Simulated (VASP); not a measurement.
Set up this calculation in VASP 6.6.1, as the native input.

```
Task                   : single point
Functional             : PBE
Potentials or basis    : VASP PAW PBE potentials, release 64 (Ge_d)
Cutoff                 : 520 eV
k mesh                 : 18 × 18 × 18
Occupations            : fermi-dirac, width 0.1 eV
Spin                   : no spin polarisation
Dipole correction      : no
Further INCAR settings : ALGO = Normal; EDIFF = 1e-07; NBANDS = 13
```

The structure of Ge lies in POSCAR:

```
Ge
1.0
   -1.6480415715      1.6480415715      1.6480415715
    1.6480415715     -1.6480415715      1.6480415715
    1.6480415715      1.6480415715     -1.6480415715
Ge
1
Direct
    0.0000000000      0.0000000000      0.0000000000
```

These files were run (other wordings do the same):

INCAR

```
PREC = Accurate
ENCUT = 520
EDIFF = 1E-7
ISMEAR = -1
SIGMA = 0.1
LREAL = False
LASPH = True
NELM = 100
ALGO = Normal
ISIF = 2
LWAVE = False
LCHARG = True
GGA = PE
LELF = True
LVHAR = True
NBANDS = 13
```

KPOINTS

```
Automatic mesh
0
Gamma
  18 18 18
```

Potentials or basis: VASP PAW PBE potentials, release 64 (Ge_d).

Launch:

```sh
$ cat potpaw_PBE.64/Ge_d/POTCAR > POTCAR
$ mpirun -np 1 vasp_std > vasp.out
```

Results of the run:

```yaml
Pressure: 5.7 GPa
Band_gap_on_the_k_mesh: zero (band 7 reaches 17.08 eV, above the bottom of band 8 at 4.13 eV)
```

Wall time 49 s on 1 thread of Intel Xeon 8259CL, with other jobs on the host, peak memory 0.17 GiB.
